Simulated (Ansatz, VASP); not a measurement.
# W in VASP and in Ansatz

File INCAR:

```
SYSTEM = W
ALGO = Fast
EDIFF = 1E-7
ENCUT = 520
GGA = PS
ISIF = 2
ISMEAR = 0
LASPH = .TRUE.
LCHARG = .FALSE.
LREAL = .FALSE.
LWAVE = .FALSE.
NBANDS = 13
NELM = 100
PREC = Accurate
SIGMA = 0.15
```

File KPOINTS:

```
k-points
0
G
  20 20 20
  0 0 0
```

Contents of POSCAR:

```
W
1.0
    0.0000000000      2.0452250000      2.0452250000
    2.0300000000      0.0152250000      2.0300000000
    2.0300000000      2.0300000000      0.0152250000
W
1
Direct
    0.0000000000      0.0000000000      0.0000000000
```

Input for Ansatz:

```yaml
crystal:
  lattice:
    - [0.0, 2.045225, 2.045225]
    - [2.03, 0.015225, 2.03]
    - [2.03, 2.03, 0.015225]
  atoms:
    - { symbol: W, position: [0.0, 0.0, 0.0] }
basis:
  ecutwfc: 420
kpoints:
  mp_grid: { grid: [20, 20, 20] }
hamiltonian:
  xc: pbesol
scf:
  occupations: { method: gaussian, width: 0.15 }
output:
  forces: true
  stress: true
  eigenvalues: true
```

Change from the starting cell: strain +0.0150 x Voigt [0, 0, 0, 1, 0, 0], atoms carried along.

Alike in both runs: task single point; functional PBEsol; k mesh 20 × 20 × 20; occupations gaussian, width 0.15 eV; no spin polarisation.

```csv
,VASP,Ansatz
version,VASP 6.6.1,Ansatz 0.2.0
potentials or method,"VASP PAW PBE potentials, release 64 (W_sv), cutoff 520 eV","scalar-relativistic, plane waves, PAW"
valence electrons in the cell,14,14
```

Ansatz gave:

* gap on the k mesh at the Fermi level (eV): none
* pressure (GPa): -12.5
* traceless stress, the component that is largest in VASP (GPa): 2.13

**Question.** Which values does VASP return?

**Answer.** gap on the k mesh at the Fermi level (eV): none; pressure (GPa): -12.1; traceless stress, the component that is largest in VASP (GPa): 2.16.

VASP's potentials were made for PBE, not for PBEsol. A gap of «none» marks a metal or a gap that the smearing closes.

Neither program's run includes spin-orbit coupling.
